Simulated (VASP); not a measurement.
Write the native input for VASP 6.6.1 that does the following.

```
Task                   : single point
Functional             : LDA
Potentials or basis    : VASP PAW LDA potentials, release 64 (Ir_sv_GW)
Cutoff                 : 500 eV
k mesh                 : 22 × 22 × 22
Occupations            : gaussian, width 0.15 eV
Spin                   : no spin polarisation
Dipole correction      : no
Second run             : valence_matched
Further INCAR settings : ALGO = Normal; EDIFF = 1e-06; NBANDS = 14
```

The structure of Ir lies in POSCAR:

```
Ir
1.0
    0.0000000000      1.9221777951      1.9221777951
    1.9221777951      0.0000000000      1.9221777951
    1.9221777951      1.9221777951      0.0000000000
Ir
1
Direct
    0.0000000000      0.0000000000      0.0000000000
```

This cell differs from its parent crystal: volume 14.204 Å^3 an atom, c/a of the conventional cell 1.0000.

These files were run (other wordings do the same):

INCAR

```
PREC = Accurate
ENCUT = 500
EDIFF = 1E-6
ISMEAR = 0
SIGMA = 0.15
LREAL = False
LASPH = True
NELM = 120
ALGO = Normal
ISIF = 2
LWAVE = False
LCHARG = False
NBANDS = 14
GGA_COMPAT = False
```

KPOINTS

```
Automatic mesh
0
Gamma
  22 22 22
```

Potentials or basis: VASP PAW LDA potentials, release 64 (Ir_sv_GW).

Command:

```bash
$ cat potpaw_LDA.64/Ir_sv_GW/POTCAR > POTCAR
$ mpirun -np 1 vasp_std > vasp.out
```

It gave:

- Pressure: -11.6 GPa

Wall time 38 s on 1 thread of Intel(R) Xeon(R) Platinum 8259CL CPU @ 2.50GHz (Skylake/Cascade Lake), on a shared host, peak memory 0.17 GiB.
